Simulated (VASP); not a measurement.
# MgO (Fm-3m) in VASP: single point with PBE

Aim: the single point of MgO with PBE.

Everything below comes from runs of VASP 6.6.1. Logs are shortened: lines on timing, memory, paths and dates and some standing lists are left out, and cuts for length are marked.

**1. The cell of the first run**

The structure is cubic, space group Fm-3m (No. 225). The conventional cell has a = 4.212 Å, b = 4.212 Å, c = 4.212 Å, α = 90.00°, β = 90.00°, γ = 90.00°. Within 2.8 Å of Mg (site symmetry m-3m) lie 6 O at 2.11 Å. O (site symmetry m-3m) has 6 Mg at 2.11 Å within 2.8 Å.

**2. Single point, PBE**

INCAR

```
SYSTEM = MgO
  ALGO = Normal
  EDIFF = 1E-6
  ENCUT = 600
  GGA = PE
  GGA_COMPAT = .False.
  ISIF = 2
  ISMEAR = 0
  LASPH = .True.
  LCHARG = .True.
  LELF = .True.
  LREAL = .False.
  LVHAR = .True.
  LWAVE = .False.
  NBANDS = 11
  NELM = 120
  PREC = Accurate
  SIGMA = 0.01
```

KPOINTS

```
k-points
0
Gamma
  4 4 4
  0 0 0
```

POSCAR

```
MgO
1.0
    0.0000000000      2.1060000000      2.1060000000
    2.1060000000      0.0000000000      2.1060000000
    2.1060000000      2.1060000000      0.0000000000
Mg O
1 1
Direct
    0.0000000000      0.0000000000      0.0000000000
    0.5000000000      0.5000000000      0.5000000000
```

Potentials or basis: VASP PAW PBE potentials, release 64 (Mg, O).

Run with:

```console
> cat potpaw_PBE.64/Mg/POTCAR potpaw_PBE.64/O/POTCAR > POTCAR
> mpirun -np 1 vasp_std > vasp.out
```

OUTCAR:

```text
SYSTEM = MgO
   EDIFF = 1E-6
   ENCUT = 600
   GGA = PE
   ISIF = 2
   ISMEAR = 0
   LASPH = .True.
   LREAL = .False.
   NELM = 120
   PREC = Accurate

 ion  position               nearest neighbor table
   1  0.000  0.000  0.000-   2 2.11   2 2.11   2 2.11   2 2.11   2 2.11   2 2.11
   2  0.500  0.500  0.500-   1 2.11   1 2.11   1 2.11   1 2.11   1 2.11   1 2.11

  LATTYP: Found a face centered cubic cell.
 ALAT       =     4.2120000000

  Lattice vectors:

 A1 = (   0.0000000000,   2.1060000000,   2.1060000000)
 A2 = (   2.1060000000,   0.0000000000,   2.1060000000)
 A3 = (   2.1060000000,   2.1060000000,   0.0000000000)

Analysis of symmetry for initial positions (statically):
=====================================================================
 Subroutine PRICEL returns:
 Original cell was already a primitive cell.

 Routine SETGRP: Setting up the symmetry group for a
 face centered cubic supercell.

 Subroutine GETGRP returns: Found 48 space group operations
 (whereof 48 operations were pure point group operations)
 out of a pool of 48 trial point group operations.

The static configuration has the point symmetry O_h .

Analysis of symmetry for dynamics (positions and initial velocities):
=====================================================================
 Subroutine PRICEL returns:
 Original cell was already a primitive cell.

 Routine SETGRP: Setting up the symmetry group for a
 face centered cubic supercell.

 Subroutine GETGRP returns: Found 48 space group operations
 (whereof 48 operations were pure point group operations)
 out of a pool of 48 trial point group operations.

The dynamic configuration has the point symmetry O_h .

 Subroutine INISYM returns: Found 48 space group operations
 (whereof 48 operations are pure point group operations),
 and found     1 'primitive' translations

----------------------------------------------------------------------------------------

                                     Primitive cell

  volume of cell :      18.6812

  direct lattice vectors                    reciprocal lattice vectors
     0.000000000  2.106000000  2.106000000    -0.237416904  0.237416904  0.237416904
     2.106000000  0.000000000  2.106000000     0.237416904 -0.237416904  0.237416904
     2.106000000  2.106000000  0.000000000     0.237416904  0.237416904 -0.237416904

  length of vectors
     2.978333762  2.978333762  2.978333762     0.411218140  0.411218140  0.411218140

  position of ions in fractional coordinates (direct lattice)
     0.000000000  0.000000000  0.000000000
     0.500000000  0.500000000  0.500000000

  ion indices of the primitive-cell ions
   primitive index   ion index
                 1           1
                 2           2

----------------------------------------------------------------------------------------

 KPOINTS: k-points

Automatic generation of k-mesh.
 Grid dimensions read from file:
 generate k-points for:    4    4    4

 Generating k-lattice:

  Cartesian coordinates                     Fractional coordinates (reciprocal lattice)
    -0.059354226  0.059354226  0.059354226     0.250000000  0.000000000  0.000000000
     0.059354226 -0.059354226  0.059354226     0.000000000  0.250000000  0.000000000
     0.059354226  0.059354226 -0.059354226     0.000000000  0.000000000  0.250000000

  Length of vectors
     0.102804535  0.102804535  0.102804535

  Shift w.r.t. Gamma in fractional coordinates (k-lattice)
     0.000000000  0.000000000  0.000000000

 Subroutine IBZKPT returns following result:
 ===========================================

 Found      8 irreducible k-points:

 Following reciprocal coordinates:
            Coordinates               Weight
  0.000000  0.000000  0.000000      1.000000
  0.250000  0.000000  0.000000      8.000000
  0.500000  0.000000  0.000000      4.000000
  0.250000  0.250000  0.000000      6.000000
  0.500000  0.250000  0.000000     24.000000
 -0.250000  0.250000  0.000000     12.000000
  0.500000  0.500000  0.000000      3.000000
 -0.250000  0.500000  0.250000      6.000000
   k-points           NKPTS =      8   k-points in BZ     NKDIM =      8   number of bands    NBANDS=     11
   number of dos      NEDOS =    301   number of ions     NIONS =      2
   total plane-waves  NPLWV =  13824
   dimension x,y,z NGX =    24 NGY =   24 NGZ =   24
   dimension x,y,z NGXF=    48 NGYF=   48 NGZF=   48
   ions per type =               1   1
   NGX,Y,Z   is equivalent  to a cutoff of  13.40, 13.40, 13.40 a.u.
   NGXF,Y,Z  is equivalent  to a cutoff of  26.79, 26.79, 26.79 a.u.
 SYSTEM =  MgO
   PREC   = accura    normal or accurate (medium, high low for compatibility)
   ISTART =      0    job   : 0-new  1-cont  2-samecut
   ICHARG =      2    charge: 1-file 2-atom 10-const
   ISPIN  =      1    spin polarized calculation?
   LNONCOLLINEAR =      F non collinear calculations
   LSORBIT =      F    spin-orbit coupling
   LASPH  =      T    aspherical Exc in radial PAW
   ENCUT  =  600.0 eV  44.10 Ry    6.64 a.u.   5.95  5.95  5.95*2*pi/ulx,y,z
   NELM   =    120;   NELMIN=  2; NELMDL= -5     # of ELM steps
   EDIFF  = 0.1E-05   stopping-criterion for ELM
   LREAL  =      F    real-space projection
   EDIFFG = 0.1E-04   stopping-criterion for IOM
   NSW    =      0    number of steps for IOM
   IBRION =     -1    ionic relax: 0-MD 1-quasi-New 2-CG
   NFREE  =      0    steps in history (QN), initial steepest desc. (CG)
   ISIF   =      2    stress and relaxation
   ISYM   =      2    0-nonsym 1-usesym 2-fastsym
   POTIM  = 0.5000    time-step for ionic-motion
   TEBEG  =    0.0;   TEEND  =   0.0 temperature during run
   PSTRESS=    0.0 pullay stress
   NELECT =       8.0000    total number of electrons
   NUPDOWN=      -1.0000    fix difference up-down
   EMIN   =  10.00;   EMAX   =-10.00  energy-range for DOS
   EFERMI =   0.00;   METHOD = LEGACY
   ISMEAR =     0;   SIGMA  =   0.01  broadening in eV -4-tet -1-fermi 0-gaus
   EFERMI_NEDOS =   21; number of points for ismear=-14 and -15
   IALGO  =     38    algorithm
   IMIX   =      4    mixing-type and parameters
     AMIX     =   0.40;   BMIX     =  1.00
     AMIX_MAG =   1.60;   BMIX_MAG =  1.00
  volume/ion in A,a.u.               =       9.34        63.03
  Fermi-wavevector in a.u.,A,eV,Ry     =   1.233966  2.331857 20.717205  1.522672
  Thomas-Fermi vector in A             =   2.368675
   LORBIT       =      0    0 simple, 1 ext, 2 COOP (PROOUT), +10 PAW based schemes
   GGA     = PE    functional components
   LHFCALC =     F    Hartree Fock is set to
   AEXX    =    0.0000 exact exchange contribution
   IVDW    =     0    specifies the selected vdW correction
   LEPSILON=     F    determine dielectric tensor
   LRPA    =     F    only Hartree local field effects (RPA)
 non-spin polarized calculation
 Gauss-broadening in eV      SIGMA  =   0.01
  energy-cutoff  :      600.00
  volume of cell :       18.68
 maximum number of plane-waves:       636
   NGX = 11   NGY = 11   NGZ = 11

 number of electron       8.0000005 magnetization

 Free energy of the ion-electron system (eV)
  ---------------------------------------------------
  ext. energy  EPLUGINS =         0.00000000
  ---------------------------------------------------
  free energy    TOTEN  =       -11.89623486 eV

  energy without entropy =      -11.89623486  energy(sigma->0) =      -11.89623486

 E-fermi :   3.3472     XC(G=0): -11.0753

 val. band max:        3.2005186405   @ k =   0.0000   0.0000   0.0000
 cond. band min:       7.9207485469   @ k =   0.0000   0.0000   0.0000
 fundamental gap:      4.7202299064
 Fermi energy:         3.3471715378

 k-point     1 :       0.0000    0.0000    0.0000
  band No.  band energies     occupation
      1     -14.0642      2.00000
      2       3.2005      2.00000
      3       3.2005      2.00000
      4       3.2005      2.00000
      5       7.9207      0.00000
      6      18.9903      0.00000
      7      18.9903      0.00000
      8      18.9903      0.00000
      9      22.9080      0.00000
     10      24.6808      0.00000
     11      24.6808      0.00000

 k-point     2 :       0.2500    0.0000    0.0000
  band No.  band energies     occupation
      1     -13.4766      2.00000
      2       0.5382      2.00000
      3       2.8595      2.00000
      4       2.8595      2.00000
      5      10.2829      0.00000
      6      15.7683      0.00000
      7      19.8433      0.00000
      8      19.8433      0.00000
      9      23.3235      0.00000
     10      23.3235      0.00000
     11      25.1811      0.00000

 k-point     3 :       0.5000    0.0000    0.0000
  band No.  band energies     occupation
      1     -12.7791      2.00000
      2      -1.4218      2.00000
      3       2.5466      2.00000
      4       2.5466      2.00000
      5      11.0890      0.00000
      6      15.8034      0.00000
      7      19.5002      0.00000
      8      19.5002      0.00000
      9      24.0803      0.00000
     10      25.6929      0.00000
     11      25.6929      0.00000

 k-point     4 :       0.2500    0.2500    0.0000
  band No.  band energies     occupation
      1     -13.3137      2.00000
      2       0.5650      2.00000
      3       2.4624      2.00000
      4       2.4624      2.00000
      5      11.2657      0.00000
      6      14.3555      0.00000
      7      18.6814      0.00000
      8      20.6575      0.00000
      9      20.6575      0.00000
     10      26.5574      0.00000
     11      30.4756      0.00000

 k-point     5 :       0.5000    0.2500    0.0000
  band No.  band energies     occupation
      1     -12.6600      2.00000
      2      -0.6200      2.00000
      3       1.2823      2.00000
      4       2.1811      2.00000
      5      12.8888      0.00000
      6      14.7695      0.00000
      7      16.4854      0.00000
      8      20.8399      0.00000
      9      21.9857      0.00000
     10      27.6786      0.00000
     11      29.9395      0.00000

 k-point     6 :      -0.2500    0.2500    0.0000
  band No.  band energies     occupation
      1     -12.8518      2.00000
      2      -0.3006      2.00000
      3       1.1998      2.00000
      4       2.5470      2.00000
      5      12.6743      0.00000
      6      14.9856      0.00000
      7      17.2159      0.00000
      8      20.7120      0.00000
      9      23.1690      0.00000
     10      24.1691      0.00000
     11      28.9255      0.00000

 k-point     7 :       0.5000    0.5000    0.0000
  band No.  band energies     occupation
      1     -12.5205      2.00000
      2      -0.8887      2.00000
      3       1.8503      2.00000
      4       1.8503      2.00000
      5      12.3108      0.00000
      6      13.1592      0.00000
      7      16.2964      0.00000
      8      22.1650      0.00000
      9      22.1650      0.00000
     10      28.4992      0.00000
     11      30.0315      0.00000

 k-point     8 :      -0.2500    0.5000    0.2500
  band No.  band energies     occupation
      1     -12.4675      2.00000
      2       0.2416      2.00000
      3       0.2416      2.00000
      4       1.4286      2.00000
      5      14.8435      0.00000
      6      14.8435      0.00000
      7      15.3590      0.00000
      8      18.7019      0.00000
      9      25.1404      0.00000
     10      25.1404      0.00000
     11      29.5161      0.00000

------------------------ aborting loop because EDIFF is reached ----------------------------------------

  FORCE on cell =-STRESS in cart. coord.  units (eV):
  Direction    XX          YY          ZZ          XY          YZ          ZX
  --------------------------------------------------------------------------------------
  -------------------------------------------------------------------------------------
  Total        0.4349220      0.4349220      0.4349220     -0.0000000      0.0000000      0.0000000
  in kB       37.3006860     37.3006860     37.3006860     -0.0000000      0.0000000      0.0000000
  external PRESSURE =      37.3006860 kB  Pullay stress =       0.0000000 kB

 VOLUME and BASIS-vectors are now :
 -----------------------------------------------------------------------------
  energy-cutoff  :      600.00
  volume of cell :       18.68
      direct lattice vectors                 reciprocal lattice vectors
     0.000000000  2.106000000  2.106000000    -0.237416904  0.237416904  0.237416904
     2.106000000  0.000000000  2.106000000     0.237416904 -0.237416904  0.237416904
     2.106000000  2.106000000  0.000000000     0.237416904  0.237416904 -0.237416904

 POSITION                                       TOTAL-FORCE (eV/Angst)
 -----------------------------------------------------------------------------------
      0.00000      0.00000      0.00000        -0.000000      0.000000     -0.000000
      2.10600      2.10600      2.10600         0.000000     -0.000000      0.000000
 -----------------------------------------------------------------------------------
    total drift:                               -0.000000     -0.000000      0.000000

  FREE ENERGIE OF THE ION-ELECTRON SYSTEM (eV)
  ---------------------------------------------------
  free  energy   TOTEN  =       -11.8962348568 eV

  energy  without entropy=      -11.8962348568  energy(sigma->0) =      -11.89623486
```

Wall time 7.6 s (1 thread of Intel Xeon 8259CL, shared host); peak memory 0.14 GiB.

What came out:

```
Free energy            : -11.8962 eV
Pressure               : 3.7 GPa
Band gap on the k mesh : 4.72 eV, direct
```

Caveat: the k points lie up to 0.65 Å⁻¹ apart.
